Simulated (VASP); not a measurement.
The system is BaAuS.

```
Ba Au S
1.0
     3.14200    3.91255    0.00000
     3.14200   -3.91255    0.00000
     0.00000    0.00000   -6.49932
Ba Au S
2 2 2
Direct
  0.37300 0.62700 0.75000
  0.62700 0.37300 0.25000
  0.00000 0.00000 0.00000
  0.00000 0.00000 0.50000
  0.79200 0.20800 0.75000
  0.20800 0.79200 0.25000
```

| Property | Result |
| --- | --- |
| Program | VASP 6.6.1 |
| Task | relaxation of cell and atoms |
| Functional | PBE |
| Potentials or basis | VASP PAW PBE potentials, release 64 (Ba_sv, Au, S) |
| Cutoff | 500 eV |
| k mesh | 4 × 4 × 3 |
| Occupations | fermi-dirac, width 0.1 eV |
| Spin | no spin polarisation |

At the start: pressure 4.2 GPa; volume 26.63 Å³/atom.

Task: Where does the relaxation end?

Result: Over 40 steps the energy falls by 116.9 meV/atom and the volume is 27.98 Å³/atom (+5.1 %); space group Cmcm (No. 63, to 0.1 Å) before and after.

Step by step:
```
step  energy change (eV)  largest force (eV/Å)  pressure (GPa)  volume (Å³)
   1              0.0000                1.3043            4.19       159.80
   2             -0.2393                0.3859           -1.53       176.33
   3             -0.2577                0.3580           -0.59       172.10
   4             -0.2818                0.3029           -0.19       170.27
   5             -0.2955                0.2143            0.51       167.58
   6             -0.3149                0.1799            0.22       168.59
   7             -0.3427                0.1617           -0.40       171.52
   8             -0.3439                0.1617           -0.52       172.21
   9             -0.3626                0.2156           -0.02       169.59
  10             -0.3713                0.3156            0.66       166.55
  11             -0.3799                0.3392            0.71       166.19
  12             -0.4042                0.4169            0.86       165.08
  13             -0.4299                0.6081            1.41       162.77
  14             -0.4609                0.5813            1.11       163.56
  15             -0.5221                0.5253            0.34       165.81
  16             -0.4761                0.3894            0.02       169.75
  17             -0.5322                0.4897            0.04       167.13
  18             -0.5595                0.4263           -0.04       167.17
  19             -0.6207                0.2476           -0.20       167.22
  20             -0.6581                0.2050           -0.25       167.09
  21             -0.6589                0.2071           -0.26       167.12
  22             -0.6684                0.2030            0.13       165.69
  23             -0.6723                0.1941            0.63       164.02
  24             -0.6778                0.1784            0.56       164.21
  25             -0.6896                0.1245            0.36       164.80
  26             -0.6906                0.1002            0.04       165.96
  27             -0.6942                0.0621            0.18       165.40
  28             -0.6962                0.0670            0.03       165.92
  29             -0.6968                0.0714           -0.12       166.42
  30             -0.6977                0.0544           -0.02       166.18
  31             -0.6982                0.0314            0.13       165.79
  32             -0.6990                0.0310            0.09       166.12
  33             -0.7005                0.0313           -0.01       167.09
  34             -0.7007                0.0322           -0.05       167.56
  35             -0.7010                0.0270            0.05       167.34
  36             -0.7010                0.0286            0.08       167.26
  37             -0.7012                0.0235            0.06       167.39
  38             -0.7015                0.0108            0.02       167.68
  39             -0.7013                0.0151           -0.07       168.28
  40             -0.7016                0.0027           -0.01       167.88
```

Final structure:
```cif
data_structure
_symmetry_space_group_name_H-M 'P 1'
_symmetry_Int_Tables_number 1
_cell_length_a 5.5651
_cell_length_b 5.5651
_cell_length_c 5.9234
_cell_angle_alpha 90.000
_cell_angle_beta 90.000
_cell_angle_gamma 113.781
_cell_volume 167.88
loop_
_atom_site_label
_atom_site_type_symbol
_atom_site_fract_x
_atom_site_fract_y
_atom_site_fract_z
_atom_site_occupancy
Ba1 Ba 0.34213 0.65787 0.75000 1
Ba2 Ba 0.65787 0.34213 0.25000 1
Au1 Au 0.00000 0.00000 0.00000 1
Au2 Au 0.00000 0.00000 0.50000 1
S1 S 0.74378 0.25622 0.75000 1
S2 S 0.25622 0.74378 0.25000 1
```
